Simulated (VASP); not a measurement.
A run of VASP 6.6.1 is set up as follows.

INCAR

```
SYSTEM = AgB
PREC     = Accurate       ! precision mode
ENCUT    = 500            ! plane-wave cutoff, eV
EDIFF    = 1E-6           ! SCF threshold, eV
ISMEAR   = -1             ! smearing method
SIGMA    = 0.1            ! smearing width, eV
LREAL    = .False.        ! projectors in reciprocal space
LASPH    = .True.         ! aspherical terms in the spheres
NELM     = 120            ! most SCF steps
ALGO     = Normal         ! electronic algorithm
ISIF     = 2              ! what is computed and relaxed
LWAVE    = .False.        ! write WAVECAR
LCHARG   = .False.        ! write CHGCAR
GGA      = PE             ! functional
NBANDS   = 14             ! bands
GGA_COMPAT= .False.
```

Contents of KPOINTS:

```
Automatic mesh
0
Gamma
  11 11 11
  0 0 0
```

Contents of POSCAR:

```
AgB
1.0
    2.9400160000      0.0000000000      0.0000000000
    0.0000000000      2.9400160000      0.0000000000
    0.0000000000      0.0000000000      2.9400160000
Ag B
1 1
Direct
    0.0000000000      0.0000000000      0.0000000000
    0.5000000000      0.5000000000      0.5000000000
```

Potentials or basis: VASP PAW PBE potentials, release 64 (Ag, B).

Command:

```console
$ cat potpaw_PBE.64/Ag/POTCAR potpaw_PBE.64/B/POTCAR > POTCAR
$ mpirun -np 1 vasp_std > vasp.out
```

(1) What does it give for the pressure?

(2) What does it give for the band gap on the k mesh?

## Answers

(1) -3.6 GPa.

(2) zero (band 7 reaches 10.01 eV, above the bottom of band 8 at 7.31 eV).
